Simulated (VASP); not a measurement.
Ag, 2 atoms in the cell. The structure is hexagonal, space group P6_3/mmc (No. 194). Conventional cell: a = 2.696 Å, b = 2.696 Å, c = 4.790 Å, α = 90.00°, β = 90.00°, γ = 120.00°. Ag (site symmetry -6m2) has 12 Ag at 2.70 to 2.86 Å within 3.6 Å. This isn't the form of Ag at room conditions, which is fcc. This cell differs from its parent crystal: strain -0.080 along x and y, +0.000 along z.

* Program: VASP 6.6.1
* Task: single point
* Functional: r2SCAN
* Potentials or basis: VASP PAW PBE potentials, release 64 (Ag)
* Cutoff: 520 eV
* k mesh: 18 × 18 × 10
* Occupations: gaussian, width 0.15 eV
* Spin: no spin polarisation
* Dipole correction: no
* Further INCAR settings: ALGO = Normal; EDIFF = 1e-07; NBANDS = 18

Potentials or basis: VASP PAW PBE potentials, release 64 (Ag).

Launch:

```sh
$ cat potpaw_PBE.64/Ag/POTCAR > POTCAR
$ cp INCAR.step1 INCAR
$ mpirun -np 1 vasp_std > vasp.out
$ cp INCAR.step2 INCAR
$ mpirun -np 1 vasp_std > vasp.out
```

Hardware: 1 thread of Intel Xeon 8259CL, on a shared host.

Task: How long does it take, and how much memory?

Result: Wall time 9.9 min on 1 thread of Intel Xeon 8259CL, with other jobs on the host, peak memory 0.23 GiB. Counts: k points 222.
